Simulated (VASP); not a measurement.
# GaN (P6_3mc) in VASP: further runs, part 2 of 2

VASP 6.6.1. The steps go on from the part before.

**4. Single point, r2SCAN (strain -0.015 along x and y, -0.015 along z)**

POSCAR

```
GaN
1.0
    3.1322996656      0.0000000000      0.0000000000
   -1.5661498328      2.7126510826      0.0000000000
    0.0000000000      0.0000000000      5.0885100000
Ga N
2 2
Direct
    0.3333333333      0.6666666667      0.0000000000
    0.6666666667      0.3333333333      0.5000000000
    0.3333333333      0.6666666667      0.3750000000
    0.6666666667      0.3333333333      0.8750000000
```

INCAR.step1

```
PREC     = Accurate       # precision mode
ENCUT    = 520            # plane-wave cutoff, eV
ISMEAR   = 0              # smearing method
SIGMA    = 0.05           # smearing width, eV
LREAL    = F              # projectors in reciprocal space
LASPH    = T              # aspherical terms in the spheres
NELM     = 80             # most SCF steps
NBANDS   = 26             # bands
GGA      = PE             # functional
ALGO     = Normal         # electronic algorithm
EDIFF    = 1E-4           # SCF threshold, eV
LWAVE    = T              # write WAVECAR
LCHARG   = F              # write CHGCAR
```

INCAR.step2

```
PREC     = Accurate       # precision mode
ENCUT    = 520            # plane-wave cutoff, eV
EDIFF    = 1E-6           # SCF threshold, eV
ISMEAR   = 0              # smearing method
SIGMA    = 0.05           # smearing width, eV
LREAL    = F              # projectors in reciprocal space
LASPH    = T              # aspherical terms in the spheres
NELM     = 80             # most SCF steps
ALGO     = Normal         # electronic algorithm
ISIF     = 2              # what is computed and relaxed
LWAVE    = F              # write WAVECAR
LCHARG   = F              # write CHGCAR
METAGGA  = R2SCAN         # meta-GGA
LMIXTAU  = T            
NBANDS   = 26             # bands
ISTART   = 1
```

KPOINTS

```
Automatic mesh
0
Gamma
  12 12 6
```

On the command line:

```sh
> cat potpaw_PBE.64/Ga_d/POTCAR potpaw_PBE.64/N/POTCAR > POTCAR
> cp INCAR.step1 INCAR
> mpirun -np 1 vasp_std > vasp.out
> cp INCAR.step2 INCAR
> mpirun -np 1 vasp_std > vasp.out
```

It took 2.7 min on 1 thread of AMD EPYC 9R45 (Zen 5), shared host; peak memory 0.18 GiB.

Results (log left out):

* Free energy: -43.7259 eV
* Pressure: 12.4 GPa
* Largest force: 0.157 eV/Å
* Band gap on the k mesh: 2.69 eV

Forces on the atoms (eV/Å):
```
Ga   0.000  0.000 -0.157
Ga   0.000  0.000 -0.157
N    0.000  0.000  0.157
N    0.000  0.000  0.157
```

Stress tensor (GPa, compression positive):
```
11.62  0.00  0.00
 0.00 11.62  0.00
 0.00  0.00 13.99
```

Levels at points of the mesh, in eV from the valence-band top:
```
           k point  band 15  band 16  band 17  band 18  band 19  band 20  band 21  band 22
(0.00, 0.00, 0.00)    -1.15    -0.06     0.00     0.00     2.69     5.15    10.28    10.87
(0.50, 0.00, 0.00)    -4.57    -3.03    -2.43    -1.08     5.72     6.38     6.74     9.80
(0.00, 0.00, 0.50)    -0.59    -0.59    -0.59    -0.59     5.09     5.09     9.49     9.49
(0.50, 0.00, 0.50)    -2.14    -2.14    -2.08    -2.08     5.05     5.05     8.77     8.77
```

Caveat: the cell differs from its parent crystal (strain -0.015 along x and y, -0.015 along z); the cell stands under pressure; the PAW data sets were made with another functional, which shifts forces and pressure a little.

**5. Single point, r2SCAN (strain -0.030 along x and y, +0.030 along z)**

POSCAR

```
GaN
1.0
    3.0845996707      0.0000000000      0.0000000000
   -1.5422998354      2.6713416753      0.0000000000
    0.0000000000      0.0000000000      5.3209800000
Ga N
2 2
Direct
    0.3333333333      0.6666666667      0.0000000000
    0.6666666667      0.3333333333      0.5000000000
    0.3333333333      0.6666666667      0.3750000000
    0.6666666667      0.3333333333      0.8750000000
```

INCAR.step1

```
  PREC = Accurate
  ENCUT = 520
  ISMEAR = 0
  SIGMA = 0.05
  LREAL = F
  LASPH = T
  NELM = 80
  NBANDS = 26
  GGA = PE
  ALGO = Normal
  EDIFF = 1E-4
  LWAVE = T
  LCHARG = F
```

INCAR.step2

```
  PREC = Accurate
  ENCUT = 520
  EDIFF = 1E-7
  ISMEAR = 0
  SIGMA = 0.05
  LREAL = F
  LASPH = T
  NELM = 80
  ALGO = Normal
  ISIF = 2
  LWAVE = F
  LCHARG = F
  METAGGA = R2SCAN
  LMIXTAU = T
  NBANDS = 26
  ISTART = 1
```

KPOINTS

```
regular mesh
0
Gamma
  12 12 6
```

On the command line:

```sh
> cat potpaw_PBE.64/Ga_d/POTCAR potpaw_PBE.64/N/POTCAR > POTCAR
> cp INCAR.step1 INCAR
> mpirun -np 1 vasp_std > vasp.out
> cp INCAR.step2 INCAR
> mpirun -np 1 vasp_std > vasp.out
```

It took 3.2 min on 1 thread of AMD EPYC 9R45 (Zen 5), shared host; peak memory 0.18 GiB.

It converged, with:

| Property | Result |
| --- | --- |
| Free energy | -43.6467 eV |
| Pressure | 9.8 GPa |
| Largest force | 0.512 eV/Å |
| Band gap on the k mesh | 2.33 eV |

Forces on the atoms (eV/Å):
```
Ga   0.000  0.000  0.512
Ga   0.000  0.000  0.512
N    0.000  0.000 -0.512
N    0.000  0.000 -0.512
```

Stress tensor (GPa, compression positive):
```
17.75  0.00  0.00
 0.00 17.75  0.00
 0.00  0.00 -6.12
```

Levels at points of the mesh, in eV from the valence-band top:
| k point | band 15 | band 16 | band 17 | band 18 | band 19 | band 20 | band 21 | band 22 |
| --- | --- | --- | --- | --- | --- | --- | --- | --- |
| (0.00, 0.00, 0.00) | -0.92 | -0.32 | 0.00 | 0.00 | 2.33 | 5.56 | 9.67 | 10.70 |
| (0.50, 0.00, 0.00) | -4.51 | -2.81 | -2.43 | -1.21 | 6.00 | 6.03 | 6.31 | 9.28 |
| (0.00, 0.00, 0.50) | -0.47 | -0.47 | -0.47 | -0.47 | 5.11 | 5.11 | 9.03 | 9.03 |
| (0.50, 0.00, 0.50) | -2.33 | -2.33 | -2.07 | -2.07 | 4.74 | 4.74 | 8.49 | 8.49 |

Caveat: the cell differs from its parent crystal (strain -0.030 along x and y, +0.030 along z); the stress differs along the axes, from -6 to 18 GPa; the PAW data sets were made with another functional, which shifts forces and pressure a little.

**6. Single point, r2SCAN (strain +0.000 along x and y, -0.030 along z)**

POSCAR

```
GaN
1.0
    3.1799996605      0.0000000000      0.0000000000
   -1.5899998303      2.7539604900      0.0000000000
    0.0000000000      0.0000000000      5.0110200000
Ga N
2 2
Direct
    0.3333333333      0.6666666667      0.0000000000
    0.6666666667      0.3333333333      0.5000000000
    0.3333333333      0.6666666667      0.3750000000
    0.6666666667      0.3333333333      0.8750000000
```

INCAR.step1

```
SYSTEM = GaN
PREC = Accurate
ENCUT = 520
ISMEAR = 0
SIGMA = 0.05
LREAL = .FALSE.
LASPH = .TRUE.
NELM = 60
NBANDS = 26
GGA = PE
ALGO = Normal
EDIFF = 1E-4
LWAVE = .TRUE.
LCHARG = .FALSE.
```

INCAR.step2

```
SYSTEM = GaN
PREC = Accurate
ENCUT = 520
EDIFF = 1E-7
ISMEAR = 0
SIGMA = 0.05
LREAL = .FALSE.
LASPH = .TRUE.
NELM = 60
ALGO = Normal
ISIF = 2
LWAVE = .FALSE.
LCHARG = .FALSE.
METAGGA = R2SCAN
LMIXTAU = .TRUE.
NBANDS = 26
ISTART = 1
```

KPOINTS

```
regular mesh
0
G
  12 12 6
  0 0 0
```

Potentials or basis: VASP PAW PBE potentials, release 64 (Ga_d, N).

On the command line:

```sh
> cat potpaw_PBE.64/Ga_d/POTCAR potpaw_PBE.64/N/POTCAR > POTCAR
> cp INCAR.step1 INCAR
> mpirun -np 1 vasp_std > vasp.out
> cp INCAR.step2 INCAR
> mpirun -np 1 vasp_std > vasp.out
```

Wall time 4 min (1 thread of AMD EPYC 9R45 (Zen 5), shared host); peak memory 0.18 GiB.

The run converged. Its results:

- Free energy: -43.7176 eV
- Pressure: 9.3 GPa
- Largest force: 0.628 eV/Å
- Band gap on the k mesh: 2.61 eV

Forces on the atoms (eV/Å):
```
Ga   0.000  0.000 -0.628
Ga   0.000  0.000 -0.628
N    0.000  0.000  0.628
N    0.000  0.000  0.628
```

Stress tensor (GPa, compression positive):
```
 3.79  0.00  0.00
 0.00  3.79  0.00
 0.00  0.00 20.41
```

Levels at points of the mesh, in eV from the valence-band top:
| k point | band 14 | band 15 | band 16 | band 17 | band 18 | band 19 | band 20 | band 21 | band 22 | band 23 |
| --- | --- | --- | --- | --- | --- | --- | --- | --- | --- | --- |
| (0.00, 0.00, 0.00) | -1.29 | -1.29 | -0.04 | -0.04 | 0.00 | 2.61 | 4.74 | 10.41 | 10.50 | 10.50 |
| (0.50, 0.00, 0.00) | -5.36 | -4.54 | -3.11 | -2.41 | -1.01 | 5.46 | 6.35 | 6.85 | 9.72 | 11.10 |
| (0.00, 0.00, 0.50) | -3.87 | -0.68 | -0.68 | -0.68 | -0.68 | 4.87 | 4.87 | 9.59 | 9.59 | 11.02 |
| (0.50, 0.00, 0.50) | -6.92 | -2.15 | -2.15 | -1.94 | -1.94 | 5.06 | 5.06 | 8.76 | 8.76 | 11.06 |

Caveat: the cell differs from its parent crystal (strain +0.000 along x and y, -0.030 along z); the stress differs along the axes, from 4 to 20 GPa; the PAW data sets were made with another functional, which shifts forces and pressure a little.

**7. Single point, r2SCAN (strain -0.015 along x and y, +0.030 along z)**

POSCAR

```
GaN
1.0
    3.1322996656      0.0000000000      0.0000000000
   -1.5661498328      2.7126510826      0.0000000000
    0.0000000000      0.0000000000      5.3209800000
Ga N
2 2
Direct
    0.3333333333      0.6666666667      0.0000000000
    0.6666666667      0.3333333333      0.5000000000
    0.3333333333      0.6666666667      0.3750000000
    0.6666666667      0.3333333333      0.8750000000
```

INCAR.step1

```
PREC     = Accurate       # precision mode
ENCUT    = 1460           # plane-wave cutoff, eV
ISMEAR   = 0              # smearing method
SIGMA    = 0.05           # smearing width, eV
LREAL    = F              # projectors in reciprocal space
LASPH    = T              # aspherical terms in the spheres
NELM     = 120            # most SCF steps
NBANDS   = 26             # bands
GGA      = PE             # functional
ALGO     = Normal         # electronic algorithm
EDIFF    = 1E-5           # SCF threshold, eV
LWAVE    = T              # write WAVECAR
LCHARG   = F              # write CHGCAR
GGA_COMPAT= F
```

INCAR.step2

```
PREC     = Accurate       # precision mode
ENCUT    = 1460           # plane-wave cutoff, eV
EDIFF    = 1E-6           # SCF threshold, eV
ISMEAR   = 0              # smearing method
SIGMA    = 0.05           # smearing width, eV
LREAL    = F              # projectors in reciprocal space
LASPH    = T              # aspherical terms in the spheres
NELM     = 120            # most SCF steps
ALGO     = Normal         # electronic algorithm
ISIF     = 2              # what is computed and relaxed
LWAVE    = F              # write WAVECAR
LCHARG   = T              # write CHGCAR
METAGGA  = R2SCAN         # meta-GGA
LMIXTAU  = T            
LELF     = T              # ELF
LVHAR    = T            
NBANDS   = 26             # bands
ISTART   = 1            
GGA_COMPAT= F
```

KPOINTS

```
Automatic mesh
0
Gamma
  12 12 6
```

Potentials or basis: VASP PAW PBE potentials, release 64 (Ga_d, N_h).

On the command line:

```sh
> cat potpaw_PBE.64/Ga_d/POTCAR potpaw_PBE.64/N_h/POTCAR > POTCAR
> cp INCAR.step1 INCAR
> mpirun -np 1 vasp_std > vasp.out
> cp INCAR.step2 INCAR
> mpirun -np 1 vasp_std > vasp.out
```

Wall time 12 min (1 thread of Intel Xeon 6975P-C (Granite Rapids), shared host); peak memory 0.61 GiB.

The run converged. Its results:

```
Free energy            : -43.7644 eV
Pressure               : 2.6 GPa
Largest force          : 0.287 eV/Å
Band gap on the k mesh : 2.21 eV
```

Forces on the atoms (eV/Å):
```
Ga   0.000  0.000  0.287
Ga   0.000  0.000  0.287
N    0.000  0.000 -0.287
N    0.000  0.000 -0.287
```

Stress tensor (GPa, compression positive):
```
 7.93  0.00  0.00
 0.00  7.93  0.00
 0.00  0.00 -8.00
```

Levels at points of the mesh, in eV from the valence-band top:
```
           k point  band 15  band 16  band 17  band 18  band 19  band 20  band 21  band 22
(0.00, 0.00, 0.00)    -0.93    -0.24     0.00     0.00     2.21     5.22     9.62    10.76
(0.50, 0.00, 0.00)    -4.36    -2.74    -2.32    -1.13     5.83     6.03     6.22     9.13
(0.00, 0.00, 0.50)    -0.48    -0.48    -0.48    -0.48     4.88     4.88     8.96     8.96
(0.50, 0.00, 0.50)    -2.18    -2.18    -1.99    -1.99     4.73     4.73     8.34     8.34
```

Caveat: the cell differs from its parent crystal (strain -0.015 along x and y, +0.030 along z); the stress differs along the axes, from -8 to 8 GPa; the PAW data sets were made with another functional, which shifts forces and pressure a little.

**8. Summary**

| potentials or basis | cell | cutoff (eV) | gap on the mesh (eV) | pressure (GPa) | largest force (eV/Å) |
| --- | --- | --- | --- | --- | --- |
| VASP PAW PBE potentials, release 64 (Ga_d, N) | a = 3.132, b = 3.132, c = 5.011 Å, angles 90.0, 90.0, 120.0°, 4 atoms | 520 | 2.84 | 16.5 | 0.42 |
| VASP PAW PBE potentials, release 64 (Ga_d, N) | a = 3.085, b = 3.085, c = 5.243 Å, angles 90.0, 90.0, 120.0°, 4 atoms | 520 | 2.51 | 13.0 | 0.43 |
| VASP PAW PBE potentials, release 64 (Ga_d, N) | a = 3.132, b = 3.132, c = 5.089 Å, angles 90.0, 90.0, 120.0°, 4 atoms | 520 | 2.69 | 12.4 | 0.16 |
| VASP PAW PBE potentials, release 64 (Ga_d, N) | a = 3.085, b = 3.085, c = 5.321 Å, angles 90.0, 90.0, 120.0°, 4 atoms | 520 | 2.33 | 9.8 | 0.51 |
| VASP PAW PBE potentials, release 64 (Ga_d, N) | a = 3.180, b = 3.180, c = 5.011 Å, angles 90.0, 90.0, 120.0°, 4 atoms | 520 | 2.61 | 9.3 | 0.63 |
| VASP PAW PBE potentials, release 64 (Ga_d, N_h) | a = 3.132, b = 3.132, c = 5.321 Å, angles 90.0, 90.0, 120.0°, 4 atoms | 1460 | 2.21 | 2.6 | 0.29 |

Alike in all rows: task single point; level r2SCAN; no spin polarisation; k mesh 12 × 12 × 6; smearing gaussian 0.05 eV.

Caveats: the PAW data sets were made with another functional, which shifts forces and pressure a little; the stress differs along the axes, from 13 to 24 GPa (at least some runs); the stress differs along the axes, from 1 to 19 GPa (at least some runs); the cell stands under pressure (at least some runs); the stress differs along the axes, from -6 to 18 GPa (at least some runs); the stress differs along the axes, from 4 to 20 GPa (at least some runs); the stress differs along the axes, from -8 to 8 GPa (at least some runs).

Absolute energies hang on the potentials; compare differences alone.
